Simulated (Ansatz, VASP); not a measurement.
Os in VASP and in Ansatz

```
Os
1.0
     0.00000    1.91582    2.00335
     1.91582    0.00000    2.00335
     1.91582    1.91582    0.00000
Os
1
Direct
  0.00000 0.00000 0.00000
```

Change from the starting cell: strain -0.015 along x and y, +0.030 along z, atoms carried along.

Alike in both runs: task single point; functional r2SCAN; k mesh 20 × 20 × 20; occupations gaussian, width 0.15 eV; no spin polarisation.

|  | VASP | Ansatz |
| --- | --- | --- |
| version | VASP 6.6.1 | Ansatz 0.2.0 |
| potentials or method | VASP PAW PBE potentials, release 64 (Os), cutoff 520 eV | scalar-relativistic, plane waves, PAW |
| valence electrons in the cell | 8 | 16 |

```tsv
	VASP	Ansatz	Ansatz less VASP
gap on the k mesh at the Fermi level (eV)	none	none	-
pressure (GPa)	-15.7	-16.3	-0.57
traceless stress, the component that is largest in VASP (GPa)	-9.45	-9.52	-0.069
```

VASP's potentials were made for PBE, not for r2SCAN. A gap of «none» marks a metal or a gap that the smearing closes. VASP's potentials hold 8 valence electrons a cell and Ansatz's 16, so a difference there can come from the potentials and not from the codes.

Neither program's run includes spin-orbit coupling.
